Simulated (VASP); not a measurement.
# MgZn2TeS2: relaxation of cell and atoms with PBE

Crystal: MgZn2TeS2.

```xyz
6
Lattice="5.4528 0.0000 0.0000 0.0000 5.4528 0.0000 0.0000 0.0000 5.2551" Properties=species:S:1:pos:R:3 pbc="T T T"
Mg    0.0000    0.0000    2.6275
Zn    0.0000    2.7264    2.6275
Zn    2.7264    0.0000    2.6275
Te    0.0000    0.0000    0.0000
S     2.7264    2.7264    4.2727
S     2.7264    2.7264    0.9824
```

The cell was generated, and may not be a known phase.

```
Program                : VASP 6.6.1
Task                   : relaxation of cell and atoms
Functional             : PBE
Potentials or basis    : VASP PAW PBE potentials, release 64 (Mg, Zn, Te, S)
Cutoff                 : 600 eV
k mesh                 : 4 × 4 × 4
Occupations            : gaussian, width 0.1 eV
Spin                   : no spin polarisation
Dipole correction      : no
Further INCAR settings : ALGO = Normal; EDIFF = 1e-06; IBRION = 2; EDIFFG = -0.04; NSW = 90; ISIF = 3
```

The relaxed volume is 25.82 Å³/atom and the relaxed cell is a = 5.486 Å, b = 5.486 Å, c = 5.148 Å, α = 90.00°, β = 90.00°, γ = 90.00°. The space group after relaxing (to 0.1 Å) is P4/mmm (No. 123) and the energy gained by relaxing is 4.4 meV/atom. The ionic steps are 5 and the pressure after relaxing is 0.1 GPa. The largest force after relaxing is 0.010 eV/Å and the band gap on the k mesh is zero (bands 22 and 23 overlap by 1.83 eV).

Forces in eV/Å, atoms in the order of the input:
```
Mg   0.000  0.000  0.000
Zn   0.000  0.000  0.000
Zn   0.000  0.000  0.000
Te   0.000  0.000  0.000
S    0.000  0.000 -0.010
S    0.000  0.000  0.010
```

The path:
```tsv
step	energy change (eV)	largest force (eV/Å)	pressure (GPa)	volume (Å³)
1	0.0000	0.0959	-0.43	156.25
2	-0.0174	0.5604	0.43	154.66
3	-0.0177	0.5038	0.33	154.85
4	-0.0258	0.1208	-0.01	154.93
5	-0.0264	0.0100	0.10	154.92
```

Final structure:
```
CELL_PARAMETERS angstrom
5.48572 0.00000 0.00000
0.00000 5.48572 0.00000
0.00000 0.00000 5.14791
ATOMIC_POSITIONS crystal
Mg 0.00000 0.00000 0.50000
Zn 0.00000 0.50000 0.50000
Zn 0.50000 0.00000 0.50000
Te 0.00000 0.00000 0.00000
S 0.50000 0.50000 0.80882
S 0.50000 0.50000 0.19118
```

Levels at points of the mesh, in eV from the Fermi level:
```csv
k point,band 18,band 19,band 20,band 21,band 22,band 23,band 24,band 25,band 26
"(0.00, 0.00, 0.00)",-2.48,-1.55,-1.14,-1.14,-0.04,-0.04,2.23,2.23,3.47
"(0.50, 0.00, 0.00)",-2.80,-1.72,-1.70,-0.17,-0.01,0.47,1.53,2.83,3.36
"(0.50, 0.50, 0.00)",-1.45,-1.45,-1.10,-0.58,-0.58,0.20,0.20,3.32,4.64
"(0.00, 0.00, 0.50)",-1.74,-1.74,-1.26,-0.59,-0.59,-0.57,1.51,1.51,2.67
"(0.50, 0.00, 0.50)",-2.53,-1.82,-1.62,-1.38,-1.02,0.75,1.38,2.19,3.34
"(0.50, 0.50, 0.50)",-3.64,-3.52,-0.68,-0.68,1.09,1.09,1.39,2.34,4.57
```

Run time: 2.4 min on 1 thread of AMD EPYC 9R45 96-Core Processor (Zen 5), with other jobs on the host, peak memory 0.35 GiB.

Caveat: spin-orbit coupling is left out, which moves the levels of the heavy elements.
